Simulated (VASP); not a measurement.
A run of VASP 6.6.1 is set up as follows.

File INCAR:

```
SYSTEM = Ta2Si2Ge
  PREC = Accurate
  ENCUT = 600
  EDIFF = 1E-6
  ISMEAR = 0
  SIGMA = 0.1
  LREAL = .False.
  LASPH = .True.
  NELM = 60
  ALGO = Normal
  ISIF = 3
  LWAVE = .False.
  LCHARG = .False.
  GGA = PE
  IBRION = 2
  NSW = 100
  EDIFFG = -0.01
```

The input KPOINTS:

```
regular mesh
0
Gamma
  12 12 4
  0 0 0
```

The input POSCAR:

```
Ta2Si2Ge
1.0
    3.0103454247      0.0000000000      0.0000000000
   -1.5051727123      2.6070356119      0.0000000000
    0.0000000000      0.0000000000     10.6930443078
Ta Si Ge
2 2 1
Direct
    0.3333333333      0.6666666667      0.7070819575
    0.6666666667      0.3333333333      0.2929180425
    0.0000000000      0.0000000000      0.1084635811
    0.0000000000      0.0000000000      0.8915364189
    0.0000000000      0.0000000000      0.5000000000
```

Potentials or basis: VASP PAW PBE potentials, release 64 (Ta_pv, Si, Ge_d).

Command:

```console
$ cat potpaw_PBE.64/Ta_pv/POTCAR potpaw_PBE.64/Si/POTCAR potpaw_PBE.64/Ge_d/POTCAR > POTCAR
$ mpirun -np 1 vasp_std > vasp.out
```

(1) Estimate the band gap on the k mesh.

(2) Estimate the relaxed cell.

(3) Predict the relaxed volume.

(4) What does it give for the space group after relaxing (to 0.1 Å)?

## Answers

(1) zero (bands 22 and 23 overlap by 1.49 eV).

(2) a = 3.013 Å, b = 3.013 Å, c = 10.686 Å, α = 90.00°, β = 90.00°, γ = 120.00°.

(3) 16.80 Å³/atom.

(4) P-3m1 (No. 164).

Caveat: spin-orbit coupling is left out, which moves the levels of the heavy elements.
